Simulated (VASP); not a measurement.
# CoC18 in VASP: single point with PBEsol

Aim: the single point of CoC18 with PBEsol.

All numbers are computed with VASP 6.6.1; they aren't measurements. Logs are shortened: lines on timing, memory, paths and dates and some standing lists are left out, and cuts for length are marked.

## Step 1: The cell of the first run

The cell holds a slab with vacuum, 19 atoms: a = 7.398 Å, b = 7.398 Å, c = 12.000 Å, α = 90.00°, β = 90.00°, γ = 120.00°.

## Step 2: Single point, PBEsol, collinear spin, ferromagnetic start

File INCAR:

```
SYSTEM = CoC18
PREC = Accurate
ENCUT = 520
EDIFF = 1E-6
ISMEAR = 0
SIGMA = 0.02
LREAL = Auto
LASPH = .TRUE.
NELM = 150
ALGO = Normal
ISIF = 2
LWAVE = .FALSE.
LCHARG = .FALSE.
ISPIN = 2
MAGMOM = 0 0 0 0 0 0 0 0 0 0 0 0 0 0 0 0 0 0 1.1
LORBIT = 11
LMAXMIX = 4
GGA = PS
NBANDS = 60
```

File KPOINTS:

```
regular mesh
0
G
  2 2 1
  0 0 0
```

File POSCAR:

```
CoC18
1.0
    7.3980000000      0.0000000000      0.0000000000
   -3.6990000000      6.4068560000      0.0000000000
    0.0000000000      0.0000000000     12.0000000000
C Co
18 1
Direct
   -0.0029442582     -0.0070991138      0.0871280000
    0.2178991909      0.1048984088      0.0869447500
   -0.0028637320      0.3251527738      0.0865725833
    0.2179233688      0.4346423581      0.0861865000
   -0.0057145583      0.6576606373      0.0869373333
    0.2177612553      0.7695325133      0.0839053333
    0.3295146574     -0.0069658191      0.0839202500
    0.5532752572      0.1053426205      0.0830857500
    0.3292292508      0.3251535543      0.0865785833
    0.5532518087      0.4373933174      0.0865765833
    0.3292149846      0.6572212642      0.0830683333
    0.5529764236      0.7695351667      0.0839155833
    0.6647334753     -0.0069631657      0.0839141667
    0.8882030568      0.1048984088      0.0869373333
    0.6645619202      0.3279121616      0.0861927500
    0.8853465906      0.4373947222      0.0865711667
    0.6645871239      0.6576603251      0.0869446667
    0.8854284128      0.7696508241      0.0871280000
    0.4412345012      0.8812651634      0.2074918333
```

Potentials or basis: VASP PAW PBE potentials, release 64 (C, Co).

Started as:

```console
$ cat potpaw_PBE.64/C/POTCAR potpaw_PBE.64/Co/POTCAR > POTCAR
$ mpirun -np 1 vasp_std > vasp.out
```

OUTCAR:

```text
SYSTEM = CoC18
   PREC = Accurate
   ENCUT = 520
   EDIFF = 1E-6
   ISMEAR = 0
   LREAL = Auto
   LASPH = .TRUE.
   NELM = 150
   ISIF = 2
   ISPIN = 2
   LORBIT = 11
   GGA = PS

 ion  position               nearest neighbor table
   1  0.997  0.993  0.087-   2 1.41  14 1.42  18 1.43
   2  0.218  0.105  0.087-   9 1.41   1 1.41   7 1.43
   3  0.997  0.325  0.087-  14 1.41   4 1.41  16 1.44
   4  0.218  0.435  0.086-   3 1.41   9 1.41  11 1.43
   5  0.994  0.658  0.087-  16 1.41  18 1.41   6 1.43
   6  0.218  0.770  0.084-   7 1.43   5 1.43  11 1.43  19 2.06
   7  0.330  0.993  0.084-   6 1.43   2 1.43   8 1.43  19 2.06
   8  0.553  0.105  0.083-  15 1.43   7 1.43  13 1.43  19 2.07
   9  0.329  0.325  0.087-   2 1.41   4 1.41  10 1.44
  10  0.553  0.437  0.087-  17 1.41  15 1.41   9 1.44
  11  0.329  0.657  0.083-   4 1.43  12 1.43   6 1.43  19 2.07
  12  0.553  0.770  0.084-  13 1.43  17 1.43  11 1.43  19 2.06
  13  0.665  0.993  0.084-  12 1.43  14 1.43   8 1.43  19 2.06
  14  0.888  0.105  0.087-   3 1.41   1 1.42  13 1.43
  15  0.665  0.328  0.086-  16 1.41  10 1.41   8 1.43
  16  0.885  0.437  0.087-   5 1.41  15 1.41   3 1.44
  17  0.665  0.658  0.087-  10 1.41  18 1.41  12 1.43
  18  0.885  0.770  0.087-  17 1.41   5 1.41   1 1.43
  19  0.441  0.881  0.207-  12 2.06   7 2.06   6 2.06  13 2.06   8 2.07  11 2.07

  LATTYP: Found a hexagonal cell.
 ALAT       =     7.3980000000
 C/A-ratio  =     1.6220600162

  Lattice vectors:

 A1 = (   7.3980000000,   0.0000000000,   0.0000000000)
 A2 = (  -3.6990000000,   6.4068560000,   0.0000000000)
 A3 = (   0.0000000000,   0.0000000000,  12.0000000000)

Analysis of symmetry for initial positions (statically):
=====================================================================
 Subroutine PRICEL returns:
 Original cell was already a primitive cell.

 Routine SETGRP: Setting up the symmetry group for a
 hexagonal supercell.

 Subroutine GETGRP returns: Found  1 space group operations
 (whereof  1 operations were pure point group operations)
 out of a pool of 24 trial point group operations.

The static configuration has the point symmetry C_1 .

Analysis of symmetry for dynamics (positions and initial velocities):
=====================================================================
 Subroutine PRICEL returns:
 Original cell was already a primitive cell.

 Routine SETGRP: Setting up the symmetry group for a
 hexagonal supercell.

 Subroutine GETGRP returns: Found  1 space group operations
 (whereof  1 operations were pure point group operations)
 out of a pool of 24 trial point group operations.

The dynamic configuration has the point symmetry C_1 .

Analysis of structural, dynamic, and magnetic symmetry:
=====================================================================
 Subroutine PRICEL returns:
 Original cell was already a primitive cell.

 Routine SETGRP: Setting up the symmetry group for a
 hexagonal supercell.

 Subroutine GETGRP returns: Found  1 space group operations
 (whereof  1 operations were pure point group operations)
 out of a pool of 24 trial point group operations.

The overall configuration has the point symmetry C_1 .

 Subroutine INISYM returns: Found  1 space group operations
 (whereof  1 operations are pure point group operations),
 and found     1 'primitive' translations

----------------------------------------------------------------------------------------

                                     Primitive cell

  volume of cell :     568.7750

  direct lattice vectors                    reciprocal lattice vectors
     7.398000000  0.000000000  0.000000000     0.135171668  0.078041398  0.000000000
    -3.699000000  6.406856000  0.000000000     0.000000000  0.156082796  0.000000000
     0.000000000  0.000000000 12.000000000     0.000000000  0.000000000  0.083333333

  length of vectors
     7.398000000  7.398000054 12.000000000     0.156082797  0.156082796  0.083333333

  position of ions in fractional coordinates (direct lattice)
     0.997055742  0.992900886  0.087128000
     0.217899191  0.104898409  0.086944750
     0.997136268  0.325152774  0.086572583
     0.217923369  0.434642358  0.086186500
     0.994285442  0.657660637  0.086937333
     0.217761255  0.769532513  0.083905333
[... 11 lines left out ...]
     0.885428413  0.769650824  0.087128000
     0.441234501  0.881265163  0.207491833

  ion indices of the primitive-cell ions
   primitive index   ion index
                 1           1
[... 58 lines left out ...]
   NGXF,Y,Z  is equivalent  to a cutoff of  25.17, 25.17, 24.94 a.u.
 SYSTEM =  CoC18
   PREC   = accura    normal or accurate (medium, high low for compatibility)
   ISTART =      0    job   : 0-new  1-cont  2-samecut
   ICHARG =      2    charge: 1-file 2-atom 10-const
   ISPIN  =      2    spin polarized calculation?
   LNONCOLLINEAR =      F non collinear calculations
   LSORBIT =      F    spin-orbit coupling
   LASPH  =      T    aspherical Exc in radial PAW
   ENCUT  =  520.0 eV  38.22 Ry    6.18 a.u.  13.76 13.76 22.31*2*pi/ulx,y,z
   NELM   =    150;   NELMIN=  2; NELMDL= -5     # of ELM steps
   EDIFF  = 0.1E-05   stopping-criterion for ELM
   LREAL  =      T    real-space projection
   EDIFFG = 0.1E-04   stopping-criterion for IOM
   NSW    =      0    number of steps for IOM
   IBRION =     -1    ionic relax: 0-MD 1-quasi-New 2-CG
   NFREE  =      0    steps in history (QN), initial steepest desc. (CG)
   ISIF   =      2    stress and relaxation
   ISYM   =      2    0-nonsym 1-usesym 2-fastsym
   POTIM  = 0.5000    time-step for ionic-motion
   TEBEG  =    0.0;   TEEND  =   0.0 temperature during run
   PSTRESS=    0.0 pullay stress
   NELECT =      81.0000    total number of electrons
   NUPDOWN=      -1.0000    fix difference up-down
   EMIN   =  10.00;   EMAX   =-10.00  energy-range for DOS
   EFERMI =   0.00;   METHOD = LEGACY
   ISMEAR =     0;   SIGMA  =   0.02  broadening in eV -4-tet -1-fermi 0-gaus
   EFERMI_NEDOS =   21; number of points for ismear=-14 and -15
   IALGO  =     38    algorithm
   IMIX   =      4    mixing-type and parameters
     AMIX     =   0.40;   BMIX     =  1.00
     AMIX_MAG =   1.60;   BMIX_MAG =  1.00
  volume/ion in A,a.u.               =      29.94       202.01
  Fermi-wavevector in a.u.,A,eV,Ry     =   0.854915  1.615555  9.944224  0.730880
  Thomas-Fermi vector in A             =   1.971584
   LORBIT       =     11    0 simple, 1 ext, 2 COOP (PROOUT), +10 PAW based schemes
   GGA     = PS    functional components
   LHFCALC =     F    Hartree Fock is set to
   AEXX    =    0.0000 exact exchange contribution
   IVDW    =     0    specifies the selected vdW correction
   LEPSILON=     F    determine dielectric tensor
   LRPA    =     F    only Hartree local field effects (RPA)
 spin polarized calculation
 Gauss-broadening in eV      SIGMA  =   0.02
  energy-cutoff  :      520.00
  volume of cell :      568.78
 maximum number of plane-waves:     15363
 NGX is ok and might be reduce to    56
   NGX = 27   NGY = 27   NGZ = 45

 number of electron      81.0000000 magnetization       1.5000710

 Free energy of the ion-electron system (eV)
  ---------------------------------------------------
  ext. energy  EPLUGINS =         0.00000000
  ---------------------------------------------------
  free energy    TOTEN  =      -177.12120118 eV

  energy without entropy =     -177.12051826  energy(sigma->0) =     -177.12085972

 E-fermi :  -0.7694     XC(G=0):  -3.8958

 val. band max:       -0.7931834440   @ k =   0.0000   0.0000   0.0000
 cond. band min:      -0.7455440149   @ k =   0.0000   0.0000   0.0000
 fundamental gap:      0.0476394291
 Fermi energy:        -0.7693637294

 spin component 1

 k-point     1 :       0.0000    0.0000    0.0000
  band No.  band energies     occupation
      1     -20.8491      1.00000
      2     -18.5739      1.00000
      3     -18.2966      1.00000
      4     -18.2939      1.00000
      5     -18.1222      1.00000
      6     -18.0432      1.00000
[... 209 lines left out ...]
     51       3.7549      0.00000
     52       3.9214      0.00000
 Fermi energy:        -0.7693637294

 spin component 2

 k-point     1 :       0.0000    0.0000    0.0000
  band No.  band energies     occupation
      1     -20.8317      1.00000
      2     -18.5579      1.00000
      3     -18.2845      1.00000
      4     -18.2685      1.00000
      5     -18.1030      1.00000
      6     -18.0302      1.00000
[... 209 lines left out ...]
     51       3.8881      0.00000
     52       4.0045      0.00000
 [bands above 52 left out]

------------------------ aborting loop because EDIFF is reached ----------------------------------------

  FORCE on cell =-STRESS in cart. coord.  units (eV):
  Direction    XX          YY          ZZ          XY          YZ          ZX
  --------------------------------------------------------------------------------------
  -------------------------------------------------------------------------------------
  Total        4.7213180      3.2065899     -0.0120735     -0.0016143      0.0091103      0.0042014
  in kB       13.2994383      9.0326142     -0.0340099     -0.0045473      0.0256629      0.0118347
  external PRESSURE =       7.4326809 kB  Pullay stress =       0.0000000 kB

 VOLUME and BASIS-vectors are now :
 -----------------------------------------------------------------------------
  energy-cutoff  :      520.00
  volume of cell :      568.78
      direct lattice vectors                 reciprocal lattice vectors
     7.398000000  0.000000000  0.000000000     0.135171668  0.078041398  0.000000000
    -3.699000000  6.406856000  0.000000000     0.000000000  0.156082796  0.000000000
     0.000000000  0.000000000 12.000000000     0.000000000  0.000000000  0.083333333

 POSITION                                       TOTAL-FORCE (eV/Angst)
 -----------------------------------------------------------------------------------
      3.70348      6.36137      1.04554        -0.000201     -0.000140     -0.000896
      1.22400      0.67207      1.04334         0.002514     -0.001501     -0.000042
      6.17407      2.08321      1.03887         0.000489      0.001349     -0.003394
      0.00445      2.78469      1.03424         0.001569      0.002978     -0.000530
      4.92304      4.21354      1.04325         0.001538     -0.000857     -0.000349
     -1.23550      4.93028      1.00686        -0.013497     -0.011424     -0.015627
[... 11 lines left out ...]
      3.70346      4.93104      1.04554         0.002259      0.003426      0.002442
      0.00445      5.64614      2.48990         0.001174      0.000827      0.083550
 -----------------------------------------------------------------------------------
    total drift:                               -0.016712     -0.010464     -0.042419

  FREE ENERGIE OF THE ION-ELECTRON SYSTEM (eV)
  ---------------------------------------------------
  free  energy   TOTEN  =      -177.1212011793 eV

  energy  without entropy=     -177.1205182569  energy(sigma->0) =     -177.12085972

 total charge

# of ion       s       p       d       tot
------------------------------------------
    1        0.857   1.795   0.000   2.652
    2        0.859   1.794   0.000   2.653
    3        0.858   1.791   0.000   2.649
    4        0.858   1.800   0.000   2.658
    5        0.859   1.794   0.000   2.653
    6        0.851   1.788   0.000   2.639
[... 11 lines left out ...]
   18        0.857   1.795   0.000   2.652
   19        0.280   0.369   7.676   8.325
--------------------------------------------------
tot         15.685  32.632   7.676  55.992

 magnetization (x)

# of ion       s       p       d       tot
------------------------------------------
    1        0.001   0.016   0.000   0.017
    2        0.000   0.002   0.000   0.003
    3        0.000   0.006   0.000   0.006
    4        0.001   0.016   0.000   0.017
    5        0.000   0.002   0.000   0.003
    6        0.001   0.002   0.000   0.002
[... 11 lines left out ...]
   18        0.001   0.016   0.000   0.017
   19        0.005   0.040   1.139   1.184
--------------------------------------------------
tot          0.013   0.163   1.139   1.315
```

Wall time 25 min (1 thread of AMD EPYC 7R13, shared host); peak memory 0.87 GiB.

Results:

```yaml
Free_energy: -177.1212 eV
Largest_force: 0.084 eV/Å
Net_moment: 1.50 μB per cell
Site_moments: C +0.02, +0.00, +0.01 (each value once); Co +1.18 μB
Valence_electrons_inside_the_program's_atomic_spheres: C 2.65, 2.66, 2.64 (each value once); Co 8.32
```

Forces on the atoms (eV/Å):
```
C    0.000  0.000 -0.001
C    0.003 -0.002  0.000
C    0.000  0.001 -0.003
C    0.002  0.003 -0.001
C    0.002 -0.001  0.000
C   -0.013 -0.011 -0.016
C   -0.010  0.009 -0.011
C    0.004  0.017 -0.012
C   -0.001  0.005 -0.001
C   -0.007 -0.002 -0.004
C    0.001 -0.016 -0.013
C    0.017 -0.005 -0.014
C    0.011  0.007 -0.010
C    0.001 -0.001  0.002
C   -0.003 -0.008 -0.001
C    0.002  0.000 -0.002
C   -0.008 -0.002  0.000
C    0.002  0.003  0.002
Co   0.001  0.001  0.084
```

Caveat: the k points lie up to 0.49 Å⁻¹ apart; there is no dipole correction, which matters where the two faces differ; the PAW data sets were made with another functional, which shifts forces and pressure a little.
